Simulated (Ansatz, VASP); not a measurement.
Eu in VASP and in Ansatz

```xyz
1
Lattice="-2.2275 2.2275 2.2275 2.2275 -2.2275 2.2275 2.2275 2.2275 -2.2275" Properties=species:S:1:pos:R:3 pbc="T T T"
Eu    0.0000    0.0000    0.0000
```

Alike in both runs: task single point; functional r2SCAN; k mesh 10 × 10 × 10; occupations methfessel-paxton of order 1, width 0.3 eV; collinear spin.

```csv
,VASP,Ansatz
version,VASP 6.6.1,Ansatz 0.2.0
potentials or method,"VASP PAW PBE potentials, release 64 (Eu), cutoff 520 eV","plane waves (500 eV) with PAW, scalar-relativistic"
valence electrons in the cell,17,17
```

```csv
,VASP,Ansatz,Ansatz less VASP
pressure (GPa),-0.7,-0.3,+0.41
net moment per atom (μB),7.90,7.95,+0.042
size of the moment on the site where the two differ most (μB),6.75,7.36,+0.617
```

VASP's potentials were made for PBE, not for r2SCAN. Site moments also hang on the region over which each program counts them. Ansatz's warnings: stability check not made.

Spin-orbit coupling is off throughout.
